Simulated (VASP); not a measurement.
Set up this calculation in VASP 6.6.1, as the native input.

| Quantity | Value |
| --- | --- |
| Task | single point |
| Functional | PBE |
| Potentials or basis | VASP PAW PBE potentials, release 64 (Cu) |
| Cutoff | 600 eV |
| k mesh | 9 × 9 × 9 |
| Occupations | fermi-dirac, width 0.05 eV |
| Spin | no spin polarisation |
| Dipole correction | no |
| Further INCAR settings | ALGO = Normal; EDIFF = 1e-06; NBANDS = 12 |

The structure of Cu lies in POSCAR:

```
Cu
1.0
    0.0000000000      1.8075000000      1.8075000000
    1.8075000000      0.0000000000      1.8075000000
    1.8075000000      1.8075000000      0.0000000000
Cu
1
Direct
    0.0000000000      0.0000000000      0.0000000000
```

One way to write it, as run:

INCAR

```
PREC = Accurate ; ENCUT = 600
EDIFF = 1E-6 ; ISMEAR = -1
SIGMA = 0.05 ; LREAL = F
LASPH = T ; NELM = 120
ALGO = Normal ; ISIF = 2
LWAVE = F ; LCHARG = F
GGA = PE ; NBANDS = 12
GGA_COMPAT = F
```

KPOINTS

```
Automatic mesh
0
Gamma
  9 9 9
```

Potentials or basis: VASP PAW PBE potentials, release 64 (Cu).

Run with:

```bash
$ cat potpaw_PBE.64/Cu/POTCAR > POTCAR
$ mpirun -np 1 vasp_std > vasp.out
```

Results of the run:

```json
{"Pressure": "2.4 GPa", "Band gap on the k mesh": "zero (an odd number of electrons rules out a gap without spin polarisation)"}
```

Run time: 3.3 s on 1 thread of AMD EPYC 9R45 96-Core Processor (Zen 5), on a shared host, peak memory 0.09 GiB.
